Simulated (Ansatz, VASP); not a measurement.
**BaZnSbF: VASP beside Ansatz**

```xyz
8
Lattice="4.4049 0.0000 0.0000 0.0000 4.4049 0.0000 0.0000 0.0000 9.5873" Properties=species:S:1:pos:R:3 pbc="T T T"
Ba    0.0000    2.2024    3.3512
Ba    2.2024    0.0000    6.2361
Zn    2.2024    2.2024    0.0000
Zn    0.0000    0.0000    0.0000
Sb    2.2024    0.0000    1.6113
Sb    0.0000    2.2024    7.9760
F     2.2024    2.2024    4.7936
F     0.0000    0.0000    4.7936
```

Alike in both runs: functional PBEsol; k mesh 7 × 7 × 4; occupations fermi-dirac, width 0.1 eV; no spin polarisation.

Ansatz relaxed the structure, and its values are those at the end. VASP's run is a single point on that final structure, the one shown.

|  | VASP | Ansatz |
| --- | --- | --- |
| version | VASP 6.6.1 | Ansatz 0.2.0 |
| potentials or method | VASP PAW PBE potentials, release 64 (Ba_sv, Zn, Sb, F), cutoff 520 eV | PAW plane waves |
| valence electrons in the cell | 68 | 88 |

|  | VASP | Ansatz | Ansatz less VASP |
| --- | --- | --- | --- |
| gap on the k mesh at the Fermi level (eV) | none | none | - |
| pressure (GPa) | 0.8 | 0.0 | -0.79 |
| rms of the force components (eV/Å) | 0.036 | 0.000 | -0.0364 |

VASP's potentials were made for PBE, not for PBEsol, and Ansatz warns of the same on its side. A gap of «none» marks a metal or a gap that the smearing closes. VASP's potentials hold 68 valence electrons a cell and Ansatz's 88, so a difference there can come from the potentials and not from the codes.

Neither program's run includes spin-orbit coupling.
